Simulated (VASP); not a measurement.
# Rb (P6_3/mmc) in VASP: a series of runs

Rb is run at these levels: LDA; tasks: single point.

All numbers are computed with VASP 6.6.1; they aren't measurements. Logs are shortened: lines on timing, memory, paths and dates and some standing lists are left out, and cuts for length are marked.

## (1) The cell of the first run

Symmetry: P6_3/mmc, No. 194, hexagonal system. Conventional cell: a = 4.054 Å, b = 4.054 Å, c = 6.631 Å, α = 90.00°, β = 90.00°, γ = 120.00°. Rb (site symmetry -6m2) has 12 Rb at 4.05 to 4.06 Å within 5.3 Å.

This isn't the form of Rb at room conditions, which is bcc.

## (2) Single point, LDA

File INCAR:

```
SYSTEM = Rb
  ALGO = Normal
  EDIFF = 1E-6
  ENCUT = 520
  GGA = CA
  ISIF = 2
  ISMEAR = -1
  LASPH = .True.
  LCHARG = .True.
  LELF = .True.
  LREAL = .False.
  LVHAR = .True.
  LWAVE = .False.
  NBANDS = 16
  NELM = 80
  PREC = Accurate
  SIGMA = 0.08
```

File KPOINTS:

```
k-points
0
Gamma
  11 11 6
  0 0 0
```

File POSCAR:

```
Rb
1.0
    4.0539526559      0.0000000000      0.0000000000
   -2.0269763280      3.5108259858      0.0000000000
    0.0000000000      0.0000000000      6.6314371362
Rb
2
Direct
    0.3333333333      0.6666666667      0.2500000000
    0.6666666667      0.3333333333      0.7500000000
```

Potentials or basis: VASP PAW LDA potentials, release 64 (Rb_sv).

Run with:

```bash
$ cat potpaw_LDA.64/Rb_sv/POTCAR > POTCAR
$ mpirun -np 1 vasp_std > vasp.out
```

OUTCAR:

```text
SYSTEM = Rb
   EDIFF = 1E-6
   ENCUT = 520
   GGA = CA
   ISIF = 2
   ISMEAR = -1
   LASPH = .True.
   LREAL = .False.
   NELM = 80
   PREC = Accurate

 ion  position               nearest neighbor table
   1  0.333  0.667  0.250-   2 4.06   2 4.06   2 4.06   2 4.06   2 4.06   2 4.06   2 5.74   2 5.74
                             2 5.74   2 5.74   2 5.74   2 5.74
   2  0.667  0.333  0.750-   1 4.06   1 4.06   1 4.06   1 4.06   1 4.06   1 4.06   1 5.74   1 5.74
                             1 5.74   1 5.74   1 5.74   1 5.74

  LATTYP: Found a hexagonal cell.
 ALAT       =     4.0539526559
 C/A-ratio  =     1.6357954074

  Lattice vectors:

 A1 = (   4.0539526559,   0.0000000000,   0.0000000000)
 A2 = (  -2.0269763280,   3.5108259858,   0.0000000000)
 A3 = (   0.0000000000,   0.0000000000,   6.6314371362)

Analysis of symmetry for initial positions (statically):
=====================================================================
 Subroutine PRICEL returns:
 Original cell was already a primitive cell.

 Routine SETGRP: Setting up the symmetry group for a
 hexagonal supercell.

 Subroutine GETGRP returns: Found 24 space group operations
 (whereof 12 operations were pure point group operations)
 out of a pool of 24 trial point group operations.

The static configuration has the point symmetry D_3d.
 The point group associated with its full space group is D_6h.

Analysis of symmetry for dynamics (positions and initial velocities):
=====================================================================
 Subroutine PRICEL returns:
 Original cell was already a primitive cell.

 Routine SETGRP: Setting up the symmetry group for a
 hexagonal supercell.

 Subroutine GETGRP returns: Found 24 space group operations
 (whereof 12 operations were pure point group operations)
 out of a pool of 24 trial point group operations.

The dynamic configuration has the point symmetry D_3d.
 The point group associated with its full space group is D_6h.

 Subroutine INISYM returns: Found 24 space group operations
 (whereof 12 operations are pure point group operations),
 and found     1 'primitive' translations

----------------------------------------------------------------------------------------

                                     Primitive cell

  volume of cell :      94.3834

  direct lattice vectors                    reciprocal lattice vectors
     4.053952656  0.000000000  0.000000000     0.246672836  0.142416628  0.000000000
    -2.026976328  3.510825986  0.000000000     0.000000000  0.284833257  0.000000000
     0.000000000  0.000000000  6.631437136     0.000000000  0.000000000  0.150796875

  length of vectors
     4.053952656  4.053952656  6.631437136     0.284833257  0.284833257  0.150796875

  position of ions in fractional coordinates (direct lattice)
     0.333333333  0.666666667  0.250000000
     0.666666667  0.333333333  0.750000000

  ion indices of the primitive-cell ions
   primitive index   ion index
                 1           1
                 2           2

----------------------------------------------------------------------------------------

 KPOINTS: k-points

Automatic generation of k-mesh.
 Grid dimensions read from file:
 generate k-points for:   11   11    6

 Generating k-lattice:

  Cartesian coordinates                     Fractional coordinates (reciprocal lattice)
     0.022424803  0.012946966  0.000000000     0.090909091  0.000000000  0.000000000
     0.000000000  0.025893932  0.000000000     0.000000000  0.090909091  0.000000000
     0.000000000  0.000000000  0.025132813     0.000000000  0.000000000  0.166666667

  Length of vectors
     0.025893932  0.025893932  0.025132813

  Shift w.r.t. Gamma in fractional coordinates (k-lattice)
     0.000000000  0.000000000  0.000000000

 Subroutine IBZKPT returns following result:
 ===========================================

 Found     64 irreducible k-points:

 Following reciprocal coordinates:
            Coordinates               Weight
  0.000000  0.000000  0.000000      1.000000
  0.090909 -0.000000  0.000000      6.000000
  0.181818  0.000000  0.000000      6.000000
  0.272727  0.000000  0.000000      6.000000
  0.363636 -0.000000  0.000000      6.000000
  0.454545 -0.000000  0.000000      6.000000
[... 16 lines left out ...]
  0.090909  0.090909  0.166667     12.000000
  0.181818  0.090909  0.166667     24.000000
 [... further k-points ...]
   k-points           NKPTS =     64   k-points in BZ     NKDIM =     64   number of bands    NBANDS=     16
   number of dos      NEDOS =    301   number of ions     NIONS =      2
   total plane-waves  NPLWV =  45000
   dimension x,y,z NGX =    30 NGY =   30 NGZ =   50
   dimension x,y,z NGXF=    60 NGYF=   60 NGZF=  100
   ions per type =               2
   NGX,Y,Z   is equivalent  to a cutoff of  12.30, 12.30, 12.53 a.u.
   NGXF,Y,Z  is equivalent  to a cutoff of  24.61, 24.61, 25.07 a.u.
 SYSTEM =  Rb
   PREC   = accura    normal or accurate (medium, high low for compatibility)
   ISTART =      0    job   : 0-new  1-cont  2-samecut
   ICHARG =      2    charge: 1-file 2-atom 10-const
   ISPIN  =      1    spin polarized calculation?
   LNONCOLLINEAR =      F non collinear calculations
   LSORBIT =      F    spin-orbit coupling
   LASPH  =      T    aspherical Exc in radial PAW
   ENCUT  =  520.0 eV  38.22 Ry    6.18 a.u.   7.54  7.54 12.33*2*pi/ulx,y,z
   NELM   =     80;   NELMIN=  2; NELMDL= -5     # of ELM steps
   EDIFF  = 0.1E-05   stopping-criterion for ELM
   LREAL  =      F    real-space projection
   EDIFFG = 0.1E-04   stopping-criterion for IOM
   NSW    =      0    number of steps for IOM
   IBRION =     -1    ionic relax: 0-MD 1-quasi-New 2-CG
   NFREE  =      0    steps in history (QN), initial steepest desc. (CG)
   ISIF   =      2    stress and relaxation
   ISYM   =      2    0-nonsym 1-usesym 2-fastsym
   POTIM  = 0.5000    time-step for ionic-motion
   TEBEG  =    0.0;   TEEND  =   0.0 temperature during run
   PSTRESS=    0.0 pullay stress
   NELECT =      18.0000    total number of electrons
   NUPDOWN=      -1.0000    fix difference up-down
   EMIN   =  10.00;   EMAX   =-10.00  energy-range for DOS
   EFERMI =   0.00;   METHOD = LEGACY
   ISMEAR =    -1;   SIGMA  =   0.08  broadening in eV -4-tet -1-fermi 0-gaus
   EFERMI_NEDOS =   21; number of points for ismear=-14 and -15
   IALGO  =     38    algorithm
   IMIX   =      4    mixing-type and parameters
     AMIX     =   0.40;   BMIX     =  1.00
     AMIX_MAG =   1.60;   BMIX_MAG =  1.00
  volume/ion in A,a.u.               =      47.19       318.47
  Fermi-wavevector in a.u.,A,eV,Ry     =   0.942324  1.780735 12.081638  0.887975
  Thomas-Fermi vector in A             =   2.069923
   LORBIT       =      0    0 simple, 1 ext, 2 COOP (PROOUT), +10 PAW based schemes
   GGA     = CA    functional components
   LHFCALC =     F    Hartree Fock is set to
   AEXX    =    0.0000 exact exchange contribution
   IVDW    =     0    specifies the selected vdW correction
   LEPSILON=     F    determine dielectric tensor
   LRPA    =     F    only Hartree local field effects (RPA)
 non-spin polarized calculation
  energy-cutoff  :      520.00
  volume of cell :       94.38
 maximum number of plane-waves:      2564
 NGX is ok and might be reduce to    30
   NGX = 15   NGY = 15   NGZ = 25

 number of electron      18.0000000 magnetization

 Free energy of the ion-electron system (eV)
  ---------------------------------------------------
  ext. energy  EPLUGINS =         0.00000000
  ---------------------------------------------------
  free energy    TOTEN  =        -1.58204488 eV

  energy without entropy =       -1.54462136  energy(sigma->0) =       -1.56333312

 E-fermi :   1.8195     XC(G=0):  -7.6430

 val. band max:        1.8184336618   @ k =   0.0909   0.0909   0.1667
 cond. band min:       1.8375773201   @ k =   0.4545   0.0909   0.1667
 fundamental gap:      0.0191436583
 Fermi energy:         1.8195346641

 k-point     1 :       0.0000    0.0000    0.0000
  band No.  band energies     occupation
      1     -26.9483      2.00000
      2     -26.8751      2.00000
      3     -11.5426      2.00000
      4     -10.8757      2.00000
      5     -10.8757      2.00000
      6     -10.7851      2.00000
[... 8 lines left out ...]
     15       6.2658      0.00000
     16       6.2658      0.00000

 k-point     2 :       0.0909   -0.0000    0.0000
  band No.  band energies     occupation
      1     -26.9432      2.00000
      2     -26.8726      2.00000
      3     -11.5222      2.00000
      4     -10.9246      2.00000
      5     -10.8905      2.00000
      6     -10.8368      2.00000
[... 8 lines left out ...]
     15       6.0275      0.00000
     16       6.4225      0.00000

 k-point     3 :       0.1818    0.0000    0.0000
  band No.  band energies     occupation
      1     -26.9290      2.00000
      2     -26.8660      2.00000
      3     -11.4643      2.00000
      4     -11.0556      2.00000
      5     -10.9677      2.00000
      6     -10.9283      2.00000
[... 8 lines left out ...]
     15       6.2091      0.00000
     16       6.3295      0.00000

 k-point     4 :       0.2727    0.0000    0.0000
  band No.  band energies     occupation
      1     -26.9095      2.00000
      2     -26.8582      2.00000
      3     -11.3789      2.00000
      4     -11.2258      2.00000
      5     -11.1251      2.00000
      6     -10.9751      2.00000
[... 8 lines left out ...]
     15       5.9152      0.00000
     16       6.9252      0.00000

 k-point     5 :       0.3636   -0.0000    0.0000
  band No.  band energies     occupation
      1     -26.8899      2.00000
      2     -26.8525      2.00000
      3     -11.3783      2.00000
      4     -11.2831      2.00000
      5     -11.2598      2.00000
      6     -11.0163      2.00000
[... 8 lines left out ...]
     15       5.6168      0.00000
     16       7.6536      0.00000

 k-point     6 :       0.4545   -0.0000    0.0000
  band No.  band energies     occupation
      1     -26.8765      2.00000
      2     -26.8508      2.00000
      3     -11.4668      2.00000
      4     -11.3366      2.00000
      5     -11.2075      2.00000
      6     -11.0400      2.00000
[... 8 lines left out ...]
     15       5.4622      0.00000
     16       8.2900      0.00000

 k-point     7 :       0.0909    0.0909    0.0000
  band No.  band energies     occupation
      1     -26.9335      2.00000
      2     -26.8680      2.00000
      3     -11.4830      2.00000
      4     -11.0025      2.00000
      5     -10.9603      2.00000
      6     -10.8887      2.00000
[... 8 lines left out ...]
     15       6.0914      0.00000
     16       6.2145      0.00000

 k-point     8 :       0.1818    0.0909    0.0000
  band No.  band energies     occupation
      1     -26.9166      2.00000
      2     -26.8608      2.00000
      3     -11.4111      2.00000
      4     -11.1424      2.00000
      5     -11.0880      2.00000
      6     -10.9480      2.00000
[... 8 lines left out ...]
     15       5.9982      0.00000
     16       6.5884      0.00000

 k-point     9 :       0.2727    0.0909    0.0000
  band No.  band energies     occupation
      1     -26.8969      2.00000
      2     -26.8542      2.00000
      3     -11.3195      2.00000
      4     -11.3021      2.00000
      5     -11.2101      2.00000
      6     -11.0103      2.00000
[... 8 lines left out ...]
     15       5.6029      0.00000
     16       7.1523      0.00000
[... 172 lines left out ...]
 k-point    19 :       0.1818    0.0000    0.1667
  band No.  band energies     occupation
      1     -26.9248      2.00000
      2     -26.8703      2.00000
      3     -11.4329      2.00000
      4     -11.0451      2.00000
      5     -10.9969      2.00000
      6     -10.9205      2.00000
[... 8 lines left out ...]
     15       6.0313      0.00000
     16       6.4388      0.00000

 k-point    20 :       0.2727    0.0000    0.1667
  band No.  band energies     occupation
      1     -26.9061      2.00000
      2     -26.8616      2.00000
      3     -11.3819      2.00000
      4     -11.1992      2.00000
      5     -11.1393      2.00000
      6     -10.9660      2.00000
[... 8 lines left out ...]
     15       5.9659      0.00000
     16       6.9009      0.00000

 k-point    21 :       0.3636   -0.0000    0.1667
  band No.  band energies     occupation
      1     -26.8874      2.00000
      2     -26.8550      2.00000
      3     -11.4191      2.00000
      4     -11.3044      2.00000
      5     -11.1958      2.00000
      6     -11.0061      2.00000
[... 8 lines left out ...]
     15       5.7269      0.00000
     16       7.4912      0.00000

 k-point    22 :       0.4545   -0.0000    0.1667
  band No.  band energies     occupation
      1     -26.8748      2.00000
      2     -26.8525      2.00000
      3     -11.4899      2.00000
      4     -11.3723      2.00000
      5     -11.1551      2.00000
      6     -11.0293      2.00000
[... 8 lines left out ...]
     15       5.5892      0.00000
     16       7.9876      0.00000

 k-point    23 :       0.0909    0.0909    0.1667
  band No.  band energies     occupation
      1     -26.9291      2.00000
      2     -26.8724      2.00000
      3     -11.4474      2.00000
      4     -10.9910      2.00000
      5     -10.9778      2.00000
      6     -10.9019      2.00000
[... 8 lines left out ...]
     15       5.9301      0.00000
     16       6.3875      0.00000

 k-point    24 :       0.1818    0.0909    0.1667
  band No.  band energies     occupation
      1     -26.9129      2.00000
      2     -26.8646      2.00000
      3     -11.3951      2.00000
      4     -11.1330      2.00000
      5     -11.0942      2.00000
      6     -10.9518      2.00000
[... 8 lines left out ...]
     15       5.9253      0.00000
     16       6.6037      0.00000

 [... further k-points ...]
[... 5 lines left out ...]
  --------------------------------------------------------------------------------------
  -------------------------------------------------------------------------------------
  Total        2.4644072      2.4644072      2.4723196     -0.0000000     -0.0000000      0.0000000
  in kB       41.8338094     41.8338094     41.9681252     -0.0000000     -0.0000000      0.0000000
  external PRESSURE =      41.8785813 kB  Pullay stress =       0.0000000 kB

 VOLUME and BASIS-vectors are now :
 -----------------------------------------------------------------------------
  energy-cutoff  :      520.00
  volume of cell :       94.38
      direct lattice vectors                 reciprocal lattice vectors
     4.053952656  0.000000000  0.000000000     0.246672836  0.142416628  0.000000000
    -2.026976328  3.510825986  0.000000000     0.000000000  0.284833257  0.000000000
     0.000000000  0.000000000  6.631437136     0.000000000  0.000000000  0.150796875

 POSITION                                       TOTAL-FORCE (eV/Angst)
 -----------------------------------------------------------------------------------
     -0.00000      2.34055      1.65786         0.000000     -0.000000      0.000000
      2.02698      1.17028      4.97358        -0.000000      0.000000     -0.000000
 -----------------------------------------------------------------------------------
    total drift:                               -0.000000      0.000000     -0.000000

  FREE ENERGIE OF THE ION-ELECTRON SYSTEM (eV)
  ---------------------------------------------------
  free  energy   TOTEN  =        -1.5820448778 eV

  energy  without entropy=       -1.5446213555  energy(sigma->0) =       -1.56333312
```

Run time: 75 s. Hardware: 1 thread of AMD EPYC 7R43 (Zen 3), shared host; peak memory 0.18 GiB.

What came out:

```yaml
Free_energy: -1.5820 eV
Pressure: 4.2 GPa
Band_gap_on_the_k_mesh: zero (bands 9 and 10 overlap by 2.52 eV)
```

Levels at points of the mesh, in eV from the Fermi level:
```csv
k point,band 7,band 8,band 9,band 10,band 11,band 12
"(0.00, 0.00, 0.00)",-12.60,-12.60,-2.90,-0.24,1.65,3.79
"(0.00, 0.00, 0.50)",-12.65,-12.65,-1.68,-1.68,2.50,2.50
```

Caveat: the cell stands under pressure.

## (3) Single point, LDA

File INCAR:

```
SYSTEM = Rb
ALGO = Normal ; EDIFF = 1E-6
ENCUT = 520 ; ISIF = 2
ISMEAR = -1 ; LASPH = .TRUE.
LCHARG = .FALSE. ; LREAL = .FALSE.
LWAVE = .FALSE. ; NBANDS = 16
NELM = 80 ; PREC = Accurate
SIGMA = 0.08
```

File KPOINTS:

```
k-points
0
G
  11 11 6
  0 0 0
```

POSCAR is that of step 2.

Potentials or basis: VASP PAW LDA potentials, release 64 (Rb_sv).

Run with:

```bash
$ cat potpaw_LDA.64/Rb_sv/POTCAR > POTCAR
$ mpirun -np 1 vasp_std > vasp.out
```

It took 63 s on 1 thread of AMD EPYC 7R43 (Zen 3), shared host; peak memory 0.18 GiB.

It converged, with:

| Property | Result |
| --- | --- |
| Free energy | -1.5820 eV |
| Pressure | 4.2 GPa |
| Band gap on the k mesh | zero (bands 9 and 10 overlap by 2.52 eV) |

Levels at points of the mesh, in eV from the Fermi level:
| k point | band 5 | band 6 | band 7 | band 8 | band 9 | band 10 | band 11 | band 12 | band 13 | band 14 |
| --- | --- | --- | --- | --- | --- | --- | --- | --- | --- | --- |
| (0.00, 0.00, 0.00) | -12.70 | -12.60 | -12.60 | -12.60 | -2.90 | -0.24 | 1.65 | 3.79 | 3.79 | 3.84 |
| (0.00, 0.00, 0.50) | -12.65 | -12.65 | -12.65 | -12.65 | -1.68 | -1.68 | 2.50 | 2.50 | 3.81 | 3.81 |

Caveat: the cell stands under pressure.
